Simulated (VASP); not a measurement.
# Zr3ZnN2 (P6/mmm) in VASP: a series of runs, part 2 of 2

VASP 6.6.1. Earlier steps stand in the parts before.

## 3. Single point, PBE

Contents of INCAR:

```
SYSTEM = Zr3ZnN2
PREC     = Accurate       ! precision mode
ENCUT    = 520            ! plane-wave cutoff, eV
EDIFF    = 1E-6           ! SCF threshold, eV
ISMEAR   = 0              ! smearing method
SIGMA    = 0.1            ! smearing width, eV
LREAL    = .False.        ! projectors in reciprocal space
LASPH    = .True.         ! aspherical terms in the spheres
NELM     = 100            ! most SCF steps
ALGO     = Normal         ! electronic algorithm
ISIF     = 2              ! what is computed and relaxed
LWAVE    = .False.        ! write WAVECAR
LCHARG   = .False.        ! write CHGCAR
GGA      = PE             ! functional
NBANDS   = 38             ! bands
```

Contents of KPOINTS:

```
regular mesh
0
Gamma
  6 6 12
  0 0 0
```

Contents of POSCAR:

```
Zr3ZnN2
1.0
    5.9667563221      0.0000000000      0.0000000000
   -2.9833781610      5.1673625531      0.0000000000
    0.0000000000      0.0000000000      3.0402120553
Zr Zn N
3 1 2
Direct
    0.5000000000      0.5000000000      0.5000000000
    0.5000000000      0.0000000000      0.5000000000
    0.0000000000      0.5000000000      0.5000000000
    0.0000000000      0.0000000000      0.0000000000
    0.6666666667      0.3333333333      0.0000000000
    0.3333333333      0.6666666667      0.0000000000
```

Potentials or basis: VASP PAW PBE potentials, release 64 (Zr_sv, Zn, N).

Command:

```
> cat potpaw_PBE.64/Zr_sv/POTCAR potpaw_PBE.64/Zn/POTCAR potpaw_PBE.64/N/POTCAR > POTCAR
> mpirun -np 1 vasp_std > vasp.out
```

OUTCAR:

```text
SYSTEM = Zr3ZnN2
   PREC = Accurate
   ENCUT = 520
   EDIFF = 1E-6
   ISMEAR = 0
   LREAL = .False.
   LASPH = .True.
   NELM = 100
   ISIF = 2
   GGA = PE

 ion  position               nearest neighbor table
   1  0.500  0.500  0.500-   5 2.30   6 2.30   5 2.30   6 2.30   2 2.98   2 2.98   3 2.98   3 2.98
                             4 3.35   4 3.35   4 3.35   4 3.35
   2  0.500  0.000  0.500-   5 2.30   6 2.30   5 2.30   6 2.30   1 2.98   1 2.98   3 2.98   3 2.98
                             4 3.35   4 3.35   4 3.35   4 3.35
   3  0.000  0.500  0.500-   5 2.30   6 2.30   5 2.30   6 2.30   2 2.98   2 2.98   1 2.98   1 2.98
                             4 3.35   4 3.35   4 3.35   4 3.35
   4  0.000  0.000  0.000-   3 3.35   3 3.35   3 3.35   3 3.35   1 3.35   1 3.35   1 3.35   1 3.35
                             2 3.35   2 3.35   2 3.35   2 3.35
   5  0.667  0.333  0.000-   2 2.30   2 2.30   3 2.30   3 2.30   1 2.30   1 2.30
   6  0.333  0.667  0.000-   2 2.30   2 2.30   3 2.30   3 2.30   1 2.30   1 2.30

  LATTYP: Found a hexagonal cell.
 ALAT       =     5.9667563221
 C/A-ratio  =     0.5095250905

  Lattice vectors:

 A1 = (   5.9667563221,   0.0000000000,   0.0000000000)
 A2 = (  -2.9833781610,   5.1673625531,   0.0000000000)
 A3 = (   0.0000000000,   0.0000000000,   3.0402120553)
[... 190 lines left out ...]

 k-point     1 :       0.0000    0.0000    0.0000
  band No.  band energies     occupation
      1     -40.6701      2.00000
      2     -40.4959      2.00000
      3     -40.4959      2.00000
      4     -19.7202      2.00000
      5     -19.0012      2.00000
      6     -19.0012      2.00000
[... 973 lines left out ...]
     37      11.6030      0.00000
     38      12.5166      0.00000

 [... further k-points ...]

------------------------ aborting loop because EDIFF is reached ----------------------------------------

  FORCE on cell =-STRESS in cart. coord.  units (eV):
  Direction    XX          YY          ZZ          XY          YZ          ZX
  --------------------------------------------------------------------------------------
  -------------------------------------------------------------------------------------
  Total        0.0799349      0.0799349      0.1239990      0.0000000      0.0000000      0.0000000
  in kB        1.3662686      1.3662686      2.1194226      0.0000000      0.0000000      0.0000000
  external PRESSURE =       1.6173199 kB  Pullay stress =       0.0000000 kB

 VOLUME and BASIS-vectors are now :
 -----------------------------------------------------------------------------
  energy-cutoff  :      520.00
  volume of cell :       93.74
      direct lattice vectors                 reciprocal lattice vectors
     5.966756322  0.000000000  0.000000000     0.167595247  0.096761161  0.000000000
    -2.983378161  5.167362553  0.000000000     0.000000000  0.193522322  0.000000000
     0.000000000  0.000000000  3.040212055     0.000000000  0.000000000  0.328924424

 POSITION                                       TOTAL-FORCE (eV/Angst)
 -----------------------------------------------------------------------------------
      1.49169      2.58368      1.52011        -0.000000      0.000000      0.000000
      2.98338      0.00000      1.52011        -0.000000      0.000000      0.000000
     -1.49169      2.58368      1.52011        -0.000000      0.000000      0.000000
      0.00000      0.00000      0.00000        -0.000000      0.000000      0.000000
      2.98338      1.72245      0.00000         0.000000      0.000000      0.000000
     -0.00000      3.44491      0.00000        -0.000000     -0.000000      0.000000
 -----------------------------------------------------------------------------------
    total drift:                               -0.000000      0.000000     -0.000000

  FREE ENERGIE OF THE ION-ELECTRON SYSTEM (eV)
  ---------------------------------------------------
  free  energy   TOTEN  =       -48.2249074683 eV

  energy  without entropy=      -48.2060172442  energy(sigma->0) =      -48.21546236
```

OSZICAR:

```text
N       E                     dE             d eps       ncg     rms          rms(c)
DAV:   1     0.669819041012E+03    0.66982E+03   -0.29482E+04  3732   0.173E+03
DAV:   2     0.250331716313E+02   -0.64479E+03   -0.62004E+03  3872   0.488E+02
DAV:   3    -0.511824419964E+02   -0.76216E+02   -0.74269E+02  5382   0.153E+02
DAV:   4    -0.566106749978E+02   -0.54282E+01   -0.53650E+01  5506   0.343E+01
DAV:   5    -0.569017112360E+02   -0.29104E+00   -0.29079E+00  5570   0.703E+00    0.311E+01
DAV:   6    -0.484399251266E+02    0.84618E+01   -0.51781E+01  4810   0.350E+01    0.138E+01
DAV:   7    -0.482764132723E+02    0.16351E+00   -0.55782E+00  5268   0.103E+01    0.824E+00
DAV:   8    -0.482320674769E+02    0.44346E-01   -0.54509E-01  4508   0.387E+00    0.894E-01
DAV:   9    -0.482250300648E+02    0.70374E-02   -0.12447E-01  5360   0.123E+00    0.584E-01
DAV:  10    -0.482247506880E+02    0.27938E-03   -0.16243E-02  4624   0.694E-01    0.209E-01
DAV:  11    -0.482249318464E+02   -0.18116E-03   -0.13505E-03  5278   0.293E-01    0.379E-02
DAV:  12    -0.482249084835E+02    0.23363E-04   -0.15136E-04  5204   0.646E-02    0.205E-02
DAV:  13    -0.482249076162E+02    0.86725E-06   -0.21417E-05  4706   0.213E-02    0.469E-03
DAV:  14    -0.482249074683E+02    0.14789E-06   -0.14961E-06  3230   0.800E-03
   1 F= -.48224907E+02 E0= -.48215462E+02  d E =-.188902E-01
```

Run time: 1.9 min. Hardware: 1 thread of AMD EPYC 9R45 (Zen 5), shared host; peak memory 0.29 GiB.

What came out:

```
Free energy            : -48.2249 eV
Pressure               : 0.2 GPa
Band gap on the k mesh : zero (band 29 reaches 9.00 eV, above the bottom of band 30 at 7.29 eV)
```

Levels at points of the mesh, in eV from the Fermi level:
| k point | band 26 | band 27 | band 28 | band 29 | band 30 | band 31 | band 32 | band 33 |
| --- | --- | --- | --- | --- | --- | --- | --- | --- |
| (0.00, 0.00, 0.00) | -2.39 | -2.12 | -1.33 | -1.33 | 0.81 | 0.81 | 2.05 | 2.05 |
| (0.50, 0.00, 0.00) | -3.30 | -2.27 | -1.77 | -1.16 | -0.08 | 1.19 | 1.77 | 2.11 |
| (0.00, 0.00, 0.50) | -2.70 | -1.57 | -1.00 | -1.00 | -0.58 | -0.58 | 1.72 | 3.20 |
| (0.50, 0.00, 0.50) | -1.45 | -1.25 | -0.69 | 0.63 | 0.94 | 1.03 | 1.11 | 1.12 |

## 4. Relaxation of cell and atoms, PBE

Contents of INCAR:

```
  PREC = Accurate
  ENCUT = 600
  EDIFF = 1E-6
  ISMEAR = 0
  SIGMA = 0.1
  LREAL = F
  LASPH = T
  NELM = 60
  ALGO = Normal
  ISIF = 3
  LWAVE = F
  LCHARG = F
  GGA = PE
  IBRION = 2
  NSW = 90
  EDIFFG = -0.04
```

Contents of KPOINTS:

```
regular mesh
0
Gamma
  3 3 6
```

Edit POSCAR of step 3 so:

```diff
@@ -2,5 +2,5 @@
 1.0
-    5.9667563221      0.0000000000      0.0000000000
-   -2.9833781610      5.1673625531      0.0000000000
-    0.0000000000      0.0000000000      3.0402120553
+    5.9683373897      0.0000000000      0.0000000000
+   -2.9841686949      5.1687317979      0.0000000000
+    0.0000000000      0.0000000000      3.0397068786
 Zr Zn N
```

Command:

```
> cat potpaw_PBE.64/Zr_sv/POTCAR potpaw_PBE.64/Zn/POTCAR potpaw_PBE.64/N/POTCAR > POTCAR
> mpirun -np 1 vasp_std > vasp.out
```

Wall time 48 s (1 thread of AMD EPYC 9R45 (Zen 5), shared host); peak memory 0.22 GiB.

The run converged. Its results:

```
Free energy                            : -48.1985 eV
Relaxed volume                         : 15.65 Å³/atom
Relaxed cell                           : a = 5.991 Å, b = 5.991 Å, c = 3.022 Å, α = 90.00°, β = 90.00°, γ = 120.00°
Space group after relaxing (to 0.05 Å) : P6/mmm (No. 191)
Energy gained by relaxing              : 0.6 meV/atom
Ionic steps                            : 2
Pressure after relaxing                : 0.0 GPa
Band gap on the k mesh                 : zero (band 29 reaches 8.64 eV, above the bottom of band 30 at 7.24 eV)
```

Stress tensor (GPa, compression positive):
```
-0.07  0.00  0.00
 0.00 -0.07  0.00
 0.00  0.00  0.22
```

Step by step:
```tsv
step	energy change (eV)	largest force (eV/Å)	pressure (GPa)	volume (Å³)
1	0.0000	0.0000	0.11	93.77
2	-0.0035	0.0000	0.03	93.92
```

Final structure:
```cif
data_structure
_symmetry_space_group_name_H-M 'P 1'
_symmetry_Int_Tables_number 1
_cell_length_a 5.9909
_cell_length_b 5.9909
_cell_length_c 3.0215
_cell_angle_alpha 90.000
_cell_angle_beta 90.000
_cell_angle_gamma 120.000
_cell_volume 93.92
loop_
_atom_site_label
_atom_site_type_symbol
_atom_site_fract_x
_atom_site_fract_y
_atom_site_fract_z
_atom_site_occupancy
Zr1 Zr 0.50000 0.50000 0.50000 1
Zr2 Zr 0.50000 0.00000 0.50000 1
Zr3 Zr 0.00000 0.50000 0.50000 1
Zn1 Zn 0.00000 0.00000 0.00000 1
N1 N 0.66667 0.33333 0.00000 1
N2 N 0.33333 0.66667 0.00000 1
```

Levels at points of the mesh, in eV from the Fermi level:
```
           k point  band 27  band 28  band 29  band 30  band 31  band 32
(0.00, 0.00, 0.00)    -2.02    -1.30    -1.30     0.81     0.81     2.01
(0.00, 0.00, 0.50)    -1.47    -0.93    -0.93    -0.58    -0.58     1.68
```

Caveat: the k points lie up to 0.40 Å⁻¹ apart in the final cell.

## 5. The runs side by side

```csv
task,cell,k mesh,cutoff (eV),gap on the mesh (eV),pressure (GPa)
single point,"a = 5.968, b = 5.968, c = 3.040 Å, angles 90.0, 90.0, 120.0°, 6 atoms",6 × 6 × 4,520,none,0.2
single point,"a = 5.967, b = 5.967, c = 3.040 Å, angles 90.0, 90.0, 120.0°, 6 atoms",6 × 6 × 12,520,none,0.2
relaxation of cell and atoms,"relaxed from a = 5.968, b = 5.968, c = 3.040 Å, angles 90.0, 90.0, 120.0°, 6 atoms",3 × 3 × 6,600,none,0.0
```

Alike in all rows: level PBE; potentials or basis VASP PAW PBE potentials, release 64 (Zr_sv, Zn, N); no spin polarisation; smearing gaussian 0.1 eV.

Caveats: some runs use coarse meshes.

Total energies depend on the potentials used, so only differences within one code and one set of settings carry meaning.
